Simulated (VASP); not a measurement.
Here is a VASP 6.6.1 calculation.

File INCAR:

```
PREC = Accurate
ENCUT = 500
EDIFF = 1E-6
ISMEAR = 0
SIGMA = 0.15
LREAL = False
LASPH = True
NELM = 120
ALGO = Normal
ISIF = 2
LWAVE = False
LCHARG = False
NBANDS = 46
GGA_COMPAT = False
```

File KPOINTS:

```
Automatic mesh
0
Gamma
  7 7 4
```

POSCAR

```
Si
1.0
   -3.2836945321      3.2836945321     -3.2836945321
   -3.2836945321     -3.2836945321      3.2836945321
    0.0000000000      8.2092363302      4.9255417982
Si
16
Direct
    0.6974726919      1.0980436151      0.8011418465
    0.3224726919      0.4730436151      0.3011418465
    0.0127750000      1.1917086931      0.9489000000
    0.6377750000      0.5667086931      0.4489000000
    0.4360936151      0.3594226919      0.8466581535
    0.0610936151      0.7344226919      0.3466581535
    0.5297586931      0.6747250000      0.6989000000
    0.1547586931      0.0497250000      0.1989000000
    0.5780773081      0.6264063849      0.0966581535
   -0.0469226919      0.2514063849      0.5966581535
    0.0127750000      0.7827413069      0.9489000000
    0.6377750000      0.1577413069      0.4489000000
    0.8394563849      0.3650273081      0.0511418465
    0.2144563849      0.9900273081      0.5511418465
    0.1207913069      0.6747250000      0.6989000000
    0.7457913069      0.0497250000      0.1989000000
```

Potentials or basis: VASP PAW LDA potentials, release 64 (Si).

The run is started by

```console
$ cat potpaw_LDA.64/Si/POTCAR > POTCAR
$ mpirun -np 1 vasp_std > vasp.out
```

Estimate the largest force.

22.784 eV/Å.

Estimate the band gap on the k mesh.

zero (band 32 reaches 7.42 eV, above the bottom of band 33 at 6.91 eV).

Predict the pressure.

7.4 GPa.

Stress tensor (GPa, compression positive):
```
 0.52  1.88  2.23
 1.88  1.77 -4.00
 2.23 -4.00 19.86
```

Caveat: forces of over 1 eV/Å act on the atoms, so gaps and moduli don't describe the material at rest.
